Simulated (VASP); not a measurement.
# TePt2 (P6/mmm) in VASP: further runs

The runs below take TePt2 through single point, relaxation of cell and atoms, with PBE.

Program: VASP 6.6.1. These are calculated values, not measurements. Logs are shortened: lines on timing, memory, paths and dates and some standing lists are left out, and cuts for length are marked.

## (1) The cell of the first run

It takes space group P6/mmm (No. 191, hexagonal). Conventional cell: a = 4.709 Å, b = 4.709 Å, c = 2.947 Å, α = 90.00°, β = 90.00°, γ = 120.00°. Te (site symmetry 6/mmm) has 2 Te at 2.95 Å and 12 Pt at 3.09 Å within 3.9 Å. Pt (site symmetry -6m2) has 5 Pt at 2.72 to 2.95 Å and 6 Te at 3.09 Å within 3.6 Å.

## (2) Single point, PBE

INCAR reads:

```
PREC = Accurate
ENCUT = 520
EDIFF = 1E-6
ISMEAR = 0
SIGMA = 0.1
LREAL = F
LASPH = T
NELM = 60
ALGO = Normal
ISIF = 2
LWAVE = F
LCHARG = F
GGA = PE
NBANDS = 20
```

KPOINTS reads:

```
Automatic mesh
0
Gamma
  6 6 6
```

POSCAR reads:

```
TePt2
1.0
    4.7088792585      0.0000000000      0.0000000000
   -2.3544396293      4.0780090612      0.0000000000
    0.0000000000      0.0000000000      2.9472345422
Te Pt
1 2
Direct
    0.0000000000      0.0000000000      0.0000000000
    0.3333333333      0.6666666667      0.5000000000
    0.6666666667      0.3333333333      0.5000000000
```

Potentials or basis: VASP PAW PBE potentials, release 64 (Te, Pt).

Started as:

```console
$ cat potpaw_PBE.64/Te/POTCAR potpaw_PBE.64/Pt/POTCAR > POTCAR
$ mpirun -np 1 vasp_std > vasp.out
```

OUTCAR:

```text
PREC = Accurate
   ENCUT = 520
   EDIFF = 1E-6
   ISMEAR = 0
   LREAL = F
   LASPH = T
   NELM = 60
   ISIF = 2
   GGA = PE

 ion  position               nearest neighbor table
   1  0.000  0.000  0.000-   2 3.09   3 3.09   2 3.09   3 3.09   3 3.09   3 3.09   2 3.09   2 3.09
                             3 3.09   3 3.09   2 3.09   2 3.09
   2  0.333  0.667  0.500-   3 2.72   3 2.72   3 2.72   1 3.09   1 3.09   1 3.09   1 3.09   1 3.09
                             1 3.09
   3  0.667  0.333  0.500-   2 2.72   2 2.72   2 2.72   1 3.09   1 3.09   1 3.09   1 3.09   1 3.09
                             1 3.09

  LATTYP: Found a hexagonal cell.
 ALAT       =     4.7088792585
 C/A-ratio  =     0.6258887477

  Lattice vectors:

 A1 = (   4.7088792585,   0.0000000000,   0.0000000000)
 A2 = (  -2.3544396293,   4.0780090612,   0.0000000000)
 A3 = (   0.0000000000,   0.0000000000,   2.9472345422)

Analysis of symmetry for initial positions (statically):
=====================================================================
 Subroutine PRICEL returns:
 Original cell was already a primitive cell.

 Routine SETGRP: Setting up the symmetry group for a
 hexagonal supercell.

 Subroutine GETGRP returns: Found 24 space group operations
 (whereof 24 operations were pure point group operations)
 out of a pool of 24 trial point group operations.

The static configuration has the point symmetry D_6h.

Analysis of symmetry for dynamics (positions and initial velocities):
=====================================================================
 Subroutine PRICEL returns:
 Original cell was already a primitive cell.

 Routine SETGRP: Setting up the symmetry group for a
 hexagonal supercell.

 Subroutine GETGRP returns: Found 24 space group operations
 (whereof 24 operations were pure point group operations)
 out of a pool of 24 trial point group operations.

The dynamic configuration has the point symmetry D_6h.

 Subroutine INISYM returns: Found 24 space group operations
 (whereof 24 operations are pure point group operations),
 and found     1 'primitive' translations

----------------------------------------------------------------------------------------

                                     Primitive cell

  volume of cell :      56.5953

  direct lattice vectors                    reciprocal lattice vectors
     4.708879258  0.000000000  0.000000000     0.212364757  0.122608850  0.000000000
    -2.354439629  4.078009061  0.000000000     0.000000000  0.245217699  0.000000000
     0.000000000  0.000000000  2.947234542     0.000000000  0.000000000  0.339301126

  length of vectors
     4.708879258  4.708879259  2.947234542     0.245217699  0.245217699  0.339301126

  position of ions in fractional coordinates (direct lattice)
     0.000000000  0.000000000  0.000000000
     0.333333333  0.666666667  0.500000000
     0.666666667  0.333333333  0.500000000

  ion indices of the primitive-cell ions
   primitive index   ion index
                 1           1
                 2           2
                 3           3

----------------------------------------------------------------------------------------

 KPOINTS: Automatic mesh

Automatic generation of k-mesh.
 Grid dimensions read from file:
 generate k-points for:    6    6    6

 Generating k-lattice:

  Cartesian coordinates                     Fractional coordinates (reciprocal lattice)
     0.035394126  0.020434808  0.000000000     0.166666667 -0.000000000  0.000000000
     0.000000000  0.040869617  0.000000000     0.000000000  0.166666667  0.000000000
     0.000000000  0.000000000  0.056550188     0.000000000  0.000000000  0.166666667

  Length of vectors
     0.040869617  0.040869617  0.056550188

  Shift w.r.t. Gamma in fractional coordinates (k-lattice)
     0.000000000  0.000000000  0.000000000

 Subroutine IBZKPT returns following result:
 ===========================================

 Found     28 irreducible k-points:

 Following reciprocal coordinates:
            Coordinates               Weight
  0.000000  0.000000  0.000000      1.000000
  0.166667  0.000000  0.000000      6.000000
  0.333333  0.000000  0.000000      6.000000
  0.500000 -0.000000  0.000000      3.000000
  0.166667  0.166667  0.000000      6.000000
  0.333333  0.166667  0.000000     12.000000
[... 16 lines left out ...]
  0.166667  0.000000  0.500000      6.000000
  0.333333  0.000000  0.500000      6.000000
 [... further k-points ...]
   k-points           NKPTS =     28   k-points in BZ     NKDIM =     28   number of bands    NBANDS=     20
   number of dos      NEDOS =    301   number of ions     NIONS =      3
   total plane-waves  NPLWV =  31104
   dimension x,y,z NGX =    36 NGY =   36 NGZ =   24
   dimension x,y,z NGXF=    72 NGYF=   72 NGZF=   48
   ions per type =               1   2
   NGX,Y,Z   is equivalent  to a cutoff of  12.71, 12.71, 13.54 a.u.
   NGXF,Y,Z  is equivalent  to a cutoff of  25.42, 25.42, 27.08 a.u.
 SYSTEM =  unknown system
   PREC   = accura    normal or accurate (medium, high low for compatibility)
   ISTART =      0    job   : 0-new  1-cont  2-samecut
   ICHARG =      2    charge: 1-file 2-atom 10-const
   ISPIN  =      1    spin polarized calculation?
   LNONCOLLINEAR =      F non collinear calculations
   LSORBIT =      F    spin-orbit coupling
   LASPH  =      T    aspherical Exc in radial PAW
   ENCUT  =  520.0 eV  38.22 Ry    6.18 a.u.   8.76  8.76  5.48*2*pi/ulx,y,z
   NELM   =     60;   NELMIN=  2; NELMDL= -5     # of ELM steps
   EDIFF  = 0.1E-05   stopping-criterion for ELM
   LREAL  =      F    real-space projection
   EDIFFG = 0.1E-04   stopping-criterion for IOM
   NSW    =      0    number of steps for IOM
   IBRION =     -1    ionic relax: 0-MD 1-quasi-New 2-CG
   NFREE  =      0    steps in history (QN), initial steepest desc. (CG)
   ISIF   =      2    stress and relaxation
   ISYM   =      2    0-nonsym 1-usesym 2-fastsym
   POTIM  = 0.5000    time-step for ionic-motion
   TEBEG  =    0.0;   TEEND  =   0.0 temperature during run
   PSTRESS=    0.0 pullay stress
   NELECT =      26.0000    total number of electrons
   NUPDOWN=      -1.0000    fix difference up-down
   EMIN   =  10.00;   EMAX   =-10.00  energy-range for DOS
   EFERMI =   0.00;   METHOD = LEGACY
   ISMEAR =     0;   SIGMA  =   0.10  broadening in eV -4-tet -1-fermi 0-gaus
   EFERMI_NEDOS =   21; number of points for ismear=-14 and -15
   IALGO  =     38    algorithm
   IMIX   =      4    mixing-type and parameters
     AMIX     =   0.40;   BMIX     =  1.00
     AMIX_MAG =   1.60;   BMIX_MAG =  1.00
  volume/ion in A,a.u.               =      18.87       127.31
  Fermi-wavevector in a.u.,A,eV,Ry     =   1.263201  2.387104 21.710501  1.595677
  Thomas-Fermi vector in A             =   2.396570
   LORBIT       =      0    0 simple, 1 ext, 2 COOP (PROOUT), +10 PAW based schemes
   GGA     = PE    functional components
   LHFCALC =     F    Hartree Fock is set to
   AEXX    =    0.0000 exact exchange contribution
   IVDW    =     0    specifies the selected vdW correction
   LEPSILON=     F    determine dielectric tensor
   LRPA    =     F    only Hartree local field effects (RPA)
 non-spin polarized calculation
 Gauss-broadening in eV      SIGMA  =   0.10
  energy-cutoff  :      520.00
  volume of cell :       56.60
 maximum number of plane-waves:      1544
 NGX is ok and might be reduce to    36
   NGX = 17   NGY = 17   NGZ = 11

 number of electron      26.0000001 magnetization

 Free energy of the ion-electron system (eV)
  ---------------------------------------------------
  ext. energy  EPLUGINS =         0.00000000
  ---------------------------------------------------
  free energy    TOTEN  =       -14.41819223 eV

  energy without entropy =      -14.39976517  energy(sigma->0) =      -14.40897870

 E-fermi :  10.0091     XC(G=0): -12.1096

 val. band max:        9.9992535347   @ k =   0.1667   0.1667   0.1667
 cond. band min:      10.0094343699   @ k =   0.3333   0.3333   0.3333
 fundamental gap:      0.0101808352
 Fermi energy:        10.0090627162

 k-point     1 :       0.0000    0.0000    0.0000
  band No.  band energies     occupation
      1      -4.0430      2.00000
      2       4.3054      2.00000
      3       4.3054      2.00000
      4       5.3239      2.00000
      5       6.4175      2.00000
      6       6.7282      2.00000
[... 12 lines left out ...]
     19      19.0777      0.00000
     20      24.5984      0.00000

 k-point     2 :       0.1667    0.0000    0.0000
  band No.  band energies     occupation
      1      -3.9097      2.00000
      2       3.3807      2.00000
      3       4.4227      2.00000
      4       5.5585      2.00000
      5       6.1951      2.00000
      6       6.7358      2.00000
[... 12 lines left out ...]
     19      18.8986      0.00000
     20      22.9823      0.00000

 k-point     3 :       0.3333    0.0000    0.0000
  band No.  band energies     occupation
      1      -3.6227      2.00000
      2       2.4860      2.00000
      3       4.6845      2.00000
      4       5.4891      2.00000
      5       5.8050      2.00000
      6       6.4563      2.00000
[... 12 lines left out ...]
     19      19.3350      0.00000
     20      21.3658      0.00000

 k-point     4 :       0.5000   -0.0000    0.0000
  band No.  band energies     occupation
      1      -3.4675      2.00000
      2       2.1946      2.00000
      3       4.8320      2.00000
      4       5.0446      2.00000
      5       6.0178      2.00000
      6       6.2300      2.00000
[... 429 lines left out ...]
 k-point    23 :       0.1667    0.0000    0.5000
  band No.  band energies     occupation
      1      -0.6617      2.00000
      2       2.0892      2.00000
      3       5.2122      2.00000
      4       5.3651      2.00000
      5       6.1165      2.00000
      6       6.6842      2.00000
[... 12 lines left out ...]
     19      15.8159      0.00000
     20      18.6134      0.00000

 k-point    24 :       0.3333    0.0000    0.5000
  band No.  band energies     occupation
      1      -0.6736      2.00000
      2       2.6549      2.00000
      3       4.6988      2.00000
      4       5.3073      2.00000
      5       5.4831      2.00000
      6       6.4177      2.00000
[... 12 lines left out ...]
     19      16.3116      0.00000
     20      19.8053      0.00000

 [... further k-points ...]

------------------------ aborting loop because EDIFF is reached ----------------------------------------

  FORCE on cell =-STRESS in cart. coord.  units (eV):
  Direction    XX          YY          ZZ          XY          YZ          ZX
  --------------------------------------------------------------------------------------
  -------------------------------------------------------------------------------------
  Total       -0.1464411     -0.1464411     -0.1216606      0.0000000      0.0000000      0.0000000
  in kB       -4.1456557     -4.1456557     -3.4441353      0.0000000      0.0000000      0.0000000
  external PRESSURE =      -3.9118156 kB  Pullay stress =       0.0000000 kB

 VOLUME and BASIS-vectors are now :
 -----------------------------------------------------------------------------
  energy-cutoff  :      520.00
  volume of cell :       56.60
      direct lattice vectors                 reciprocal lattice vectors
     4.708879258  0.000000000  0.000000000     0.212364757  0.122608850  0.000000000
    -2.354439629  4.078009061  0.000000000     0.000000000  0.245217699  0.000000000
     0.000000000  0.000000000  2.947234542     0.000000000  0.000000000  0.339301126

 POSITION                                       TOTAL-FORCE (eV/Angst)
 -----------------------------------------------------------------------------------
      0.00000      0.00000      0.00000         0.000000      0.000000      0.000000
     -0.00000      2.71867      1.47362        -0.000000      0.000000     -0.000000
      2.35444      1.35934      1.47362         0.000000     -0.000000      0.000000
 -----------------------------------------------------------------------------------
    total drift:                                0.000000      0.000000     -0.000000

  FREE ENERGIE OF THE ION-ELECTRON SYSTEM (eV)
  ---------------------------------------------------
  free  energy   TOTEN  =       -14.4181922326 eV

  energy  without entropy=      -14.3997651681  energy(sigma->0) =      -14.40897870
```

It took 17 s on 1 thread of AMD EPYC 9R45 (Zen 5), shared host; peak memory 0.16 GiB.

Results:

| Item | Value |
| --- | --- |
| Free energy | -14.4182 eV |
| Pressure | -0.4 GPa |
| Band gap on the k mesh | zero (bands 13 and 14 overlap by 1.86 eV) |

Caveat: spin-orbit coupling is left out, which moves the levels of the heavy elements.

(Continued in part 2 of 2.)
